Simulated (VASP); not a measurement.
Set up this calculation in VASP 6.6.1, as the native input.

| Item | Value |
| --- | --- |
| Task | single point |
| Functional | LDA |
| Potentials or basis | VASP PAW LDA potentials, release 64 (Cd, S) |
| Cutoff | 500 eV |
| k mesh | 4 × 4 × 4 |
| Occupations | fermi-dirac, width 0.00861733 eV |
| Spin | no spin polarisation |
| Dipole correction | no |
| Further INCAR settings | ALGO = Normal; EDIFF = 1e-06; NBANDS = 16 |

The structure of CdS lies in POSCAR:

```
CdS
1.0
    0.0000000000      2.7532440000      2.7532440000
    2.7532440000      0.0000000000      2.7532440000
    2.7532440000      2.7532440000      0.0000000000
Cd S
1 1
Direct
    0.0000000000      0.0000000000      0.0000000000
    0.5000000000      0.5000000000      0.5000000000
```

One way to write it, as run:

INCAR

```
SYSTEM = CdS
PREC = Accurate ; ENCUT = 500
EDIFF = 1E-6 ; ISMEAR = -1
SIGMA = 0.008617333262145177 ; LREAL = .False.
LASPH = .True. ; NELM = 120
ALGO = Normal ; ISIF = 2
LWAVE = .False. ; LCHARG = .False.
NBANDS = 16 ; GGA_COMPAT = .False.
```

KPOINTS

```
regular mesh
0
Gamma
  4 4 4
  0 0 0
```

Potentials or basis: VASP PAW LDA potentials, release 64 (Cd, S).

Run with:

```console
$ cat potpaw_LDA.64/Cd/POTCAR potpaw_LDA.64/S/POTCAR > POTCAR
$ mpirun -np 1 vasp_std > vasp.out
```

It gave:

The pressure is -6.0 GPa.

Caveat: the k points lie up to 0.49 Å⁻¹ apart.

It used 4.7 s of CPU time on 1 thread of Intel Xeon 6455B, with other jobs on the host.
